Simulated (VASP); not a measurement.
# Co (Fm-3m) in VASP: single point with PBE

Aim: the single point of Co with PBE.

Everything below comes from runs of VASP 6.6.1. Logs are shortened: lines on timing, memory, paths and dates and some standing lists are left out, and cuts for length are marked.

## 1. The cell of the first run

It takes space group Fm-3m (No. 225, cubic). Conventional cell: a = 3.450 Å, b = 3.450 Å, c = 3.450 Å, α = 90.00°, β = 90.00°, γ = 90.00°. Within 3.2 Å of Co (site symmetry m-3m) lie 12 Co at 2.44 Å.

## 2. Single point, PBE

File INCAR:

```
PREC     = Accurate       # precision mode
ENCUT    = 600            # plane-wave cutoff, eV
EDIFF    = 1E-6           # SCF threshold, eV
ISMEAR   = -1             # smearing method
SIGMA    = 0.1            # smearing width, eV
LREAL    = F              # projectors in reciprocal space
LASPH    = T              # aspherical terms in the spheres
NELM     = 120            # most SCF steps
ALGO     = Normal         # electronic algorithm
ISIF     = 2              # what is computed and relaxed
LWAVE    = F              # write WAVECAR
LCHARG   = F              # write CHGCAR
GGA      = PE             # functional
NBANDS   = 10             # bands
GGA_COMPAT= F
```

File KPOINTS:

```
Automatic mesh
0
Gamma
  12 12 12
```

File POSCAR:

```
Co
1.0
    0.0000000000      1.7250000000      1.7250000000
    1.7250000000      0.0000000000      1.7250000000
    1.7250000000      1.7250000000      0.0000000000
Co
1
Direct
    0.0000000000      0.0000000000      0.0000000000
```

Potentials or basis: VASP PAW PBE potentials, release 64 (Co).

The run is started by

```console
$ cat potpaw_PBE.64/Co/POTCAR > POTCAR
$ mpirun -np 1 vasp_std > vasp.out
```

OUTCAR:

```text
PREC = Accurate
   ENCUT = 600
   EDIFF = 1E-6
   ISMEAR = -1
   LREAL = F
   LASPH = T
   NELM = 120
   ISIF = 2
   GGA = PE

 ion  position               nearest neighbor table
   1  0.000  0.000  0.000-

  LATTYP: Found a face centered cubic cell.
 ALAT       =     3.4500000000

  Lattice vectors:

 A1 = (   0.0000000000,   1.7250000000,   1.7250000000)
 A2 = (   1.7250000000,   0.0000000000,   1.7250000000)
 A3 = (   1.7250000000,   1.7250000000,   0.0000000000)

Analysis of symmetry for initial positions (statically):
=====================================================================
 Subroutine PRICEL returns:
 Original cell was already a primitive cell.

 Routine SETGRP: Setting up the symmetry group for a
 face centered cubic supercell.

 Subroutine GETGRP returns: Found 48 space group operations
[... 9 lines left out ...]

 Routine SETGRP: Setting up the symmetry group for a
 face centered cubic supercell.

 Subroutine GETGRP returns: Found 48 space group operations
[... 11 lines left out ...]
                                     Primitive cell

  volume of cell :      10.2659

  direct lattice vectors                    reciprocal lattice vectors
     0.000000000  1.725000000  1.725000000    -0.289855072  0.289855072  0.289855072
     1.725000000  0.000000000  1.725000000     0.289855072 -0.289855072  0.289855072
     1.725000000  1.725000000  0.000000000     0.289855072  0.289855072 -0.289855072

  length of vectors
     2.439518395  2.439518395  2.439518395     0.502043712  0.502043712  0.502043712

  position of ions in fractional coordinates (direct lattice)
     0.000000000  0.000000000  0.000000000

  ion indices of the primitive-cell ions
   primitive index   ion index
                 1           1

----------------------------------------------------------------------------------------

 KPOINTS: Automatic mesh

Automatic generation of k-mesh.
 Grid dimensions read from file:
 generate k-points for:   12   12   12

 Generating k-lattice:

  Cartesian coordinates                     Fractional coordinates (reciprocal lattice)
    -0.024154589  0.024154589  0.024154589     0.083333333  0.000000000  0.000000000
     0.024154589 -0.024154589  0.024154589     0.000000000  0.083333333  0.000000000
     0.024154589  0.024154589 -0.024154589     0.000000000  0.000000000  0.083333333

  Length of vectors
     0.041836976  0.041836976  0.041836976

  Shift w.r.t. Gamma in fractional coordinates (k-lattice)
     0.000000000  0.000000000  0.000000000

 Subroutine IBZKPT returns following result:
 ===========================================

 Found     72 irreducible k-points:

 Following reciprocal coordinates:
            Coordinates               Weight
  0.000000  0.000000  0.000000      1.000000
  0.083333  0.000000  0.000000      8.000000
  0.166667  0.000000  0.000000      8.000000
  0.250000  0.000000  0.000000      8.000000
  0.333333  0.000000  0.000000      8.000000
  0.416667  0.000000  0.000000      8.000000
[... 16 lines left out ...]
  0.500000  0.166667  0.000000     24.000000
 -0.416667  0.166667  0.000000     24.000000
 [... further k-points ...]
   k-points           NKPTS =     72   k-points in BZ     NKDIM =     72   number of bands    NBANDS=     10
   number of dos      NEDOS =    301   number of ions     NIONS =      1
   total plane-waves  NPLWV =   8000
   dimension x,y,z NGX =    20 NGY =   20 NGZ =   20
   dimension x,y,z NGXF=    40 NGYF=   40 NGZF=   40
   ions per type =               1
   NGX,Y,Z   is equivalent  to a cutoff of  13.63, 13.63, 13.63 a.u.
   NGXF,Y,Z  is equivalent  to a cutoff of  27.26, 27.26, 27.26 a.u.
 SYSTEM =  unknown system
   PREC   = accura    normal or accurate (medium, high low for compatibility)
   ISTART =      0    job   : 0-new  1-cont  2-samecut
   ICHARG =      2    charge: 1-file 2-atom 10-const
   ISPIN  =      1    spin polarized calculation?
   LNONCOLLINEAR =      F non collinear calculations
   LSORBIT =      F    spin-orbit coupling
   LASPH  =      T    aspherical Exc in radial PAW
   ENCUT  =  600.0 eV  44.10 Ry    6.64 a.u.   4.87  4.87  4.87*2*pi/ulx,y,z
   NELM   =    120;   NELMIN=  2; NELMDL= -5     # of ELM steps
   EDIFF  = 0.1E-05   stopping-criterion for ELM
   LREAL  =      F    real-space projection
   EDIFFG = 0.1E-04   stopping-criterion for IOM
   NSW    =      0    number of steps for IOM
   IBRION =     -1    ionic relax: 0-MD 1-quasi-New 2-CG
   NFREE  =      0    steps in history (QN), initial steepest desc. (CG)
   ISIF   =      2    stress and relaxation
   ISYM   =      2    0-nonsym 1-usesym 2-fastsym
   POTIM  = 0.5000    time-step for ionic-motion
   TEBEG  =    0.0;   TEEND  =   0.0 temperature during run
   PSTRESS=    0.0 pullay stress
   NELECT =       9.0000    total number of electrons
   NUPDOWN=      -1.0000    fix difference up-down
   EMIN   =  10.00;   EMAX   =-10.00  energy-range for DOS
   EFERMI =   0.00;   METHOD = LEGACY
   ISMEAR =    -1;   SIGMA  =   0.10  broadening in eV -4-tet -1-fermi 0-gaus
   EFERMI_NEDOS =   21; number of points for ismear=-14 and -15
   IALGO  =     38    algorithm
   IMIX   =      4    mixing-type and parameters
     AMIX     =   0.40;   BMIX     =  1.00
     AMIX_MAG =   1.60;   BMIX_MAG =  1.00
  volume/ion in A,a.u.               =      10.27        69.28
  Fermi-wavevector in a.u.,A,eV,Ry     =   1.566835  2.960889 33.401916  2.454972
  Thomas-Fermi vector in A             =   2.669104
   LORBIT       =      0    0 simple, 1 ext, 2 COOP (PROOUT), +10 PAW based schemes
   GGA     = PE    functional components
   LHFCALC =     F    Hartree Fock is set to
   AEXX    =    0.0000 exact exchange contribution
   IVDW    =     0    specifies the selected vdW correction
   LEPSILON=     F    determine dielectric tensor
   LRPA    =     F    only Hartree local field effects (RPA)
 non-spin polarized calculation
  energy-cutoff  :      600.00
  volume of cell :       10.27
 maximum number of plane-waves:       360
   NGX =  9   NGY =  9   NGZ =  9

 number of electron       9.0000002 magnetization

 Free energy of the ion-electron system (eV)
  ---------------------------------------------------
  ext. energy  EPLUGINS =         0.00000000
  ---------------------------------------------------
  free energy    TOTEN  =        -6.87724758 eV

  energy without entropy =       -6.80268302  energy(sigma->0) =       -6.83996530

 E-fermi :  10.9235     XC(G=0): -13.7520

 val. band max:       10.8938354472   @ k =  -0.4167   0.4167   0.0000
 cond. band min:      10.9244719036   @ k =   0.3333   0.0833   0.0000
 fundamental gap:      0.0306364564
 Fermi energy:        10.9235404213

 k-point     1 :       0.0000    0.0000    0.0000
  band No.  band energies     occupation
      1       1.8161      2.00000
      2       9.0098      2.00000
      3       9.0098      2.00000
      4       9.0098      2.00000
      5      10.3661      1.99244
      6      10.3661      1.99244
      7      34.4976      0.00000
      8      39.5105      0.00000
      9      39.5105      0.00000
     10      39.5105      0.00000

 k-point     2 :       0.0833    0.0000    0.0000
  band No.  band energies     occupation
      1       2.1037      2.00000
      2       8.9174      2.00000
      3       9.0827      2.00000
      4       9.0827      2.00000
      5      10.3339      1.99452
      6      10.3339      1.99452
      7      33.9104      0.00000
      8      36.9397      0.00000
      9      39.1308      0.00000
     10      39.1308      0.00000

 k-point     3 :       0.1667    0.0000    0.0000
  band No.  band energies     occupation
      1       2.9297      2.00000
      2       8.7011      2.00000
      3       9.2285      2.00000
      4       9.2285      2.00000
      5      10.3103      1.99567
      6      10.3103      1.99567
      7      30.7274      0.00000
      8      35.5844      0.00000
      9      38.4740      0.00000
     10      38.4740      0.00000

 k-point     4 :       0.2500    0.0000    0.0000
  band No.  band energies     occupation
      1       4.1468      2.00000
      2       8.5508      2.00000
      3       9.2539      2.00000
      4       9.2539      2.00000
      5      10.4785      1.97693
      6      10.4785      1.97693
      7      26.6417      0.00000
      8      34.8452      0.00000
      9      37.9223      0.00000
     10      37.9223      0.00000

 k-point     5 :       0.3333    0.0000    0.0000
  band No.  band energies     occupation
      1       5.3449      2.00000
      2       8.8624      2.00000
      3       9.1285      2.00000
      4       9.1285      2.00000
      5      10.8312      1.43146
      6      10.8312      1.43146
      7      22.7991      0.00000
      8      33.9857      0.00000
      9      37.5343      0.00000
     10      37.5343      0.00000

 k-point     6 :       0.4167    0.0000    0.0000
  band No.  band energies     occupation
      1       5.9450      2.00000
      2       8.9955      2.00000
      3       8.9955      2.00000
      4       9.9787      1.99984
      5      11.1540      0.18152
      6      11.1540      0.18152
      7      19.6361      0.00000
      8      33.3196      0.00000
      9      37.2969      0.00000
     10      37.2969      0.00000
[... 183 lines left out ...]
 k-point    21 :       0.3333    0.1667    0.0000
  band No.  band energies     occupation
      1       5.3337      2.00000
      2       7.9777      2.00000
      3       9.0630      2.00000
      4       9.7044      1.99999
      5      10.8044      1.53390
      6      10.9915      0.67292
      7      25.9467      0.00000
      8      32.1998      0.00000
      9      32.4175      0.00000
     10      35.6094      0.00000

 k-point    22 :       0.4167    0.1667    0.0000
  band No.  band energies     occupation
      1       6.2719      2.00000
      2       8.0990      2.00000
      3       8.8563      2.00000
      4       9.5855      2.00000
      5      11.2492      0.07417
      6      11.9533      0.00007
      7      22.1828      0.00000
      8      30.8911      0.00000
      9      32.2384      0.00000
     10      34.9435      0.00000

 k-point    23 :       0.5000    0.1667    0.0000
  band No.  band energies     occupation
      1       6.6392      2.00000
      2       8.2588      2.00000
      3       9.0419      2.00000
      4       9.4598      2.00000
      5      11.3137      0.03960
      6      13.4715      0.00000
      7      19.1677      0.00000
      8      29.6818      0.00000
      9      32.7285      0.00000
     10      34.5271      0.00000

 k-point    24 :      -0.4167    0.1667    0.0000
  band No.  band energies     occupation
      1       6.7084      2.00000
      2       8.3448      2.00000
      3       9.1238      2.00000
      4       9.4017      2.00000
      5      11.1148      0.25746
      6      13.9739      0.00000
      7      18.5687      0.00000
      8      28.7872      0.00000
      9      33.9084      0.00000
     10      34.6080      0.00000

 [... further k-points ...]

------------------------ aborting loop because EDIFF is reached ----------------------------------------

  FORCE on cell =-STRESS in cart. coord.  units (eV):
  Direction    XX          YY          ZZ          XY          YZ          ZX
  --------------------------------------------------------------------------------------
  -------------------------------------------------------------------------------------
  Total        0.0521753      0.0521753      0.0521753      0.0000000      0.0000000      0.0000000
  in kB        8.1428833      8.1428833      8.1428833      0.0000000      0.0000000      0.0000000
  external PRESSURE =       8.1428833 kB  Pullay stress =       0.0000000 kB

 VOLUME and BASIS-vectors are now :
 -----------------------------------------------------------------------------
  energy-cutoff  :      600.00
  volume of cell :       10.27
      direct lattice vectors                 reciprocal lattice vectors
     0.000000000  1.725000000  1.725000000    -0.289855072  0.289855072  0.289855072
     1.725000000  0.000000000  1.725000000     0.289855072 -0.289855072  0.289855072
     1.725000000  1.725000000  0.000000000     0.289855072  0.289855072 -0.289855072

 POSITION                                       TOTAL-FORCE (eV/Angst)
 -----------------------------------------------------------------------------------
      0.00000      0.00000      0.00000        -0.000000     -0.000000      0.000000
 -----------------------------------------------------------------------------------
    total drift:                                0.000000      0.000000      0.000000

  FREE ENERGIE OF THE ION-ELECTRON SYSTEM (eV)
  ---------------------------------------------------
  free  energy   TOTEN  =        -6.8772475823 eV

  energy  without entropy=       -6.8026830183  energy(sigma->0) =       -6.83996530
```

It took 6.6 s on 1 thread of Intel Xeon 6975P-C, shared host; peak memory 0.13 GiB.

What came out:

```
Free energy : -6.8772 eV
Pressure    : 0.8 GPa
```

Levels at points of the mesh, in eV from the Fermi level:
| k point | band 1 | band 2 | band 3 | band 4 | band 5 | band 6 | band 7 | band 8 |
| --- | --- | --- | --- | --- | --- | --- | --- | --- |
| (0.00, 0.00, 0.00) | -9.11 | -1.91 | -1.91 | -1.91 | -0.56 | -0.56 | 23.57 | 28.59 |
| (0.50, 0.00, 0.00) | -4.86 | -1.98 | -1.98 | -0.11 | 0.36 | 0.36 | 7.27 | 22.15 |
| (0.50, 0.50, 0.00) | -4.83 | -4.16 | 0.34 | 0.59 | 0.59 | 2.85 | 10.78 | 15.78 |

Caveat: the run has no spin polarisation, though such a crystal can be magnetic.
